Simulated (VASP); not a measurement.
Here is a VASP 6.6.1 calculation.

The input INCAR:

```
ALGO = Normal
EDIFF = 1E-6
ENCUT = 500
GGA = PE
GGA_COMPAT = False
ISIF = 2
ISMEAR = 0
LASPH = True
LCHARG = True
LELF = True
LREAL = False
LVHAR = True
LWAVE = False
NBANDS = 26
NELM = 120
PREC = Accurate
SIGMA = 0.01
```

File KPOINTS:

```
k-points
0
Gamma
  3 3 2
```

Contents of POSCAR:

```
AgI
1.0
    4.5900000000      0.0000000000      0.0000000000
   -2.2950000000      3.9751000000      0.0000000000
    0.0000000000      0.0000000000      7.5200000000
Ag I
2 2
Direct
    0.6666666667      0.3333333333      0.6300000000
    0.3333333333      0.6666666667      0.1300000000
    0.6666666667      0.3333333333      0.0000000000
    0.3333333333      0.6666666667      0.5000000000
```

Potentials or basis: VASP PAW PBE potentials, release 64 (Ag, I).

Run with:

```bash
$ cat potpaw_PBE.64/Ag/POTCAR potpaw_PBE.64/I/POTCAR > POTCAR
$ mpirun -np 1 vasp_std > vasp.out
```

(1) Predict the pressure.

(2) Estimate the largest force.

Answers

(1) 2.1 GPa.

(2) 0.041 eV/Å.

Caveat: the k points lie up to 0.53 Å⁻¹ apart.
